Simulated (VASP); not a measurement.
Ta:

```
Ta
1.0
     0.00000    2.89987    2.89987
     2.89987    0.00000    2.89987
     2.89987    2.89987    0.00000
Ta
2
Cartesian
  0.7250 0.7250 0.7250
  5.0748 5.0748 5.0748
```

This isn't the form of Ta at room conditions, which is bcc.

* Program: VASP 6.6.1
* Task: relaxation of cell and atoms
* Functional: LDA
* Potentials or basis: VASP PAW LDA potentials, release 64 (Ta_pv)
* Cutoff: 600 eV
* k mesh: 9 × 9 × 9
* Occupations: fermi-dirac, width 0.1 eV
* Spin: no spin polarisation

At the start: pressure 6.5 GPa; volume 24.39 Å³/atom.

Where does the relaxation end?

Over 3 steps the energy falls by 35.0 meV/atom and the volume is 26.23 Å³/atom (+7.6 %); space group Fd-3m (No. 227, to 0.1 Å) before and after.

The path:
| step | energy change (eV) | largest force (eV/Å) | pressure (GPa) | volume (Å³) |
| --- | --- | --- | --- | --- |
| 1 | 0.0000 | 0.0000 | 6.49 | 48.77 |
| 2 | -0.0127 | 0.0000 | -4.81 | 56.08 |
| 3 | -0.0700 | 0.0000 | -0.06 | 52.46 |

Final structure:
```xyz
2
Lattice="0.0000 2.9712 2.9712 2.9712 0.0000 2.9712 2.9712 2.9712 0.0000" Properties=species:S:1:pos:R:3 pbc="T T T"
Ta    0.7428    0.7428    0.7428
Ta    5.1997    5.1997    5.1997
```
